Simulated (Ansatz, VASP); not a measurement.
# One calculation of SrCl2, two programs

```xyz
3
Lattice="0.0000 3.3707 3.6521 3.3707 0.0000 3.6521 3.3707 3.3707 0.0000" Properties=species:S:1:pos:R:3 pbc="T T T"
Sr    0.0000    0.0000    0.0000
Cl    1.6853    1.6853    1.8261
Cl    5.0560    5.0560    5.4782
```

Alike in both runs: task single point; functional PBE; k mesh 6 × 6 × 6; occupations gaussian, width 0.05 eV; no spin polarisation.

|  | VASP | Ansatz |
| --- | --- | --- |
| version | VASP 6.6.1 | Ansatz 0.2.0 |
| potentials or method | VASP PAW PBE potentials, release 64 (Sr_sv, Cl), cutoff 520 eV | scalar-relativistic, plane waves, PAW |
| valence electrons in the cell | 24 | 24 |

|  | VASP | Ansatz | Ansatz less VASP |
| --- | --- | --- | --- |
| gap on the k mesh at the Fermi level (eV) | 4.97 | 4.97 | +0.005 |
| least direct gap on the mesh (eV) | 5.24 | 5.24 | +0.003 |
| pressure (GPa) | 2.0 | 1.9 | -0.09 |
| traceless stress, the component that is largest in VASP (GPa) | -2.81 | -2.83 | -0.018 |
